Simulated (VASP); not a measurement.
Set up this calculation in VASP 6.6.1, as the native input.

```yaml
Task: single point
Functional: PBE
Potentials_or_basis: VASP PAW PBE potentials, release 64 (Hf_pv, B, N)
Cutoff: 600 eV
k_mesh: 6 × 6 × 4
Occupations: gaussian, width 0.1 eV
Spin: no spin polarisation
Dipole_correction: no
Further_INCAR_settings: ALGO = Normal; EDIFF = 1e-06; NBANDS = 20
```

The structure of HfB3N lies in POSCAR:

```
HfB3N
1.0
    3.4161661687      0.0000000000      0.0000000000
   -1.7080830843      2.9584866856      0.0000000000
    0.0000000000      0.0000000000      6.0427434023
Hf B N
1 3 1
Direct
    0.0000000000      0.0000000000      0.9946166874
    0.5022328537      0.4977671463      0.3262293301
    0.5022328537      0.0044657075      0.3262293301
    0.9955342925      0.4977671463      0.3262293301
    0.3333333333      0.6666666667      0.8866953224
```

One way to write it, as run:

INCAR

```
  PREC = Accurate
  ENCUT = 600
  EDIFF = 1E-6
  ISMEAR = 0
  SIGMA = 0.1
  LREAL = F
  LASPH = T
  NELM = 120
  ALGO = Normal
  ISIF = 2
  LWAVE = F
  LCHARG = F
  GGA = PE
  NBANDS = 20
  GGA_COMPAT = F
```

KPOINTS

```
Automatic mesh
0
Gamma
  6 6 4
```

Potentials or basis: VASP PAW PBE potentials, release 64 (Hf_pv, B, N).

Launch:

```sh
$ cat potpaw_PBE.64/Hf_pv/POTCAR potpaw_PBE.64/B/POTCAR potpaw_PBE.64/N/POTCAR > POTCAR
$ mpirun -np 1 vasp_std > vasp.out
```

It gave:

```yaml
Pressure: -0.6 GPa
Largest_force: 0.081 eV/Å
Band_gap_on_the_k_mesh: zero (bands 12 and 13 overlap by 0.44 eV)
```

Caveat: spin-orbit coupling is left out, which moves the levels of the heavy elements.

Run time: 38 s on 1 thread of Intel(R) Xeon(R) Platinum 8375C CPU @ 2.90GHz (Ice Lake), with other jobs on the host, peak memory 0.2 GiB.
